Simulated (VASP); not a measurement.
Set up this calculation in VASP 6.6.1, as the native input.

```
Task                   : single point
Functional             : PBE
Dispersion             : D3(BJ)
Potentials or basis    : VASP PAW PBE potentials, release 64 (Cd, S)
Cutoff                 : 520 eV
k mesh                 : 6 × 6 × 1
Occupations            : gaussian, width 0.1 eV
Spin                   : no spin polarisation
Dipole correction      : yes
Further INCAR settings : ALGO = Normal; EDIFF = 1e-06; NBANDS = 26
```

The structure of CdS lies in POSCAR:

```
CdS
1.0
    4.2179921172     -0.0000003084      0.0000000000
   -2.1089957915      3.6528884806      0.0000000000
    0.0000000000      0.0000000000     32.1231992800
Cd S
2 2
Direct
    0.3333333333      0.6666666667      0.2426147585
    0.3333333333      0.6666666667      0.3488580843
    0.0000000000      0.0000000000      0.2380644943
    0.6666666667      0.3333333333      0.3534083485
```

One way to write it, as run:

INCAR

```
ALGO = Normal ; DIPOL = 0.5 0.5 0.296
EDIFF = 1E-6 ; ENCUT = 520
GGA = PE ; IDIPOL = 3
ISIF = 2 ; ISMEAR = 0
IVDW = 12 ; LASPH = True
LCHARG = False ; LDIPOL = True
LREAL = False ; LWAVE = False
NBANDS = 26 ; NELM = 100
PREC = Accurate ; SIGMA = 0.1
```

KPOINTS

```
k-points
0
Gamma
  6 6 1
```

Potentials or basis: VASP PAW PBE potentials, release 64 (Cd, S).

The run is started by

```bash
$ cat potpaw_PBE.64/Cd/POTCAR potpaw_PBE.64/S/POTCAR > POTCAR
$ mpirun -np 1 vasp_std > vasp.out
```

It gave:

* Largest force: 0.010 eV/Å
* Band gap on the k mesh: 1.36 eV, direct
* Dispersion energy per atom: -0.197 eV

Run time: 2.2 min on 1 thread of Intel(R) Xeon(R) Platinum 8488C (Sapphire Rapids) (shared host), peak memory 0.53 GiB.
